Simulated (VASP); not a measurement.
Set up this calculation in VASP 6.6.1, as the native input.

```
Task                   : single point
Functional             : r2SCAN
Potentials or basis    : VASP PAW PBE potentials, release 64 (Al)
Cutoff                 : 520 eV
k mesh                 : 14 × 14 × 4
Occupations            : fermi-dirac, width 0.05 eV
Spin                   : no spin polarisation
Dipole correction      : no
Further INCAR settings : ALGO = Normal; EDIFF = 1e-06; NBANDS = 14
```

Crystal: Al.

```
Al
1.0
     2.82708    0.00000    0.00000
    -1.41354    2.44832    0.00000
     0.00000    0.00000    9.18599
Al
4
Direct
  0.00000 0.00000 0.00000
  0.33333 0.66667 0.25000
  0.00000 0.00000 0.50000
  0.66667 0.33333 0.75000
```

The input as run:

POSCAR

```
Al
1.0
    2.8270770200      0.0000000000      0.0000000000
   -1.4135385100      2.4483205200      0.0000000000
    0.0000000000      0.0000000000      9.1859930700
Al
4
Direct
    0.0000000000      0.0000000000      0.0000000000
    0.3333333333      0.6666666667      0.2500000000
    0.0000000000      0.0000000000      0.5000000000
    0.6666666667      0.3333333333      0.7500000000
```

INCAR.step1

```
PREC = Accurate ; ENCUT = 520
ISMEAR = -1 ; SIGMA = 0.05
LREAL = F ; LASPH = T
NELM = 60 ; NBANDS = 14
GGA = PE ; ALGO = Normal
EDIFF = 1E-4 ; LWAVE = T
LCHARG = F
```

INCAR.step2

```
PREC = Accurate ; ENCUT = 520
EDIFF = 1E-6 ; ISMEAR = -1
SIGMA = 0.05 ; LREAL = F
LASPH = T ; NELM = 60
ALGO = Normal ; ISIF = 2
LWAVE = F ; LCHARG = F
METAGGA = R2SCAN ; LMIXTAU = T
NBANDS = 14 ; ISTART = 1
```

KPOINTS

```
regular mesh
0
Gamma
  14 14 4
```

Potentials or basis: VASP PAW PBE potentials, release 64 (Al).

Command:

```bash
$ cat potpaw_PBE.64/Al/POTCAR > POTCAR
$ cp INCAR.step1 INCAR
$ mpirun -np 1 vasp_std > vasp.out
$ cp INCAR.step2 INCAR
$ mpirun -np 1 vasp_std > vasp.out
```

Results of the run:

| Quantity | Value |
| --- | --- |
| Pressure | 0.0 GPa |
| Band gap on the k mesh | zero (band 6 reaches 12.60 eV, above the bottom of band 7 at 6.49 eV) |

Caveat: the PAW data sets were made with another functional, which shifts forces and pressure a little.

It took 120 s on 1 thread of Intel(R) Xeon(R) Platinum 8559C (Emerald Rapids), on a shared host, peak memory 0.21 GiB.
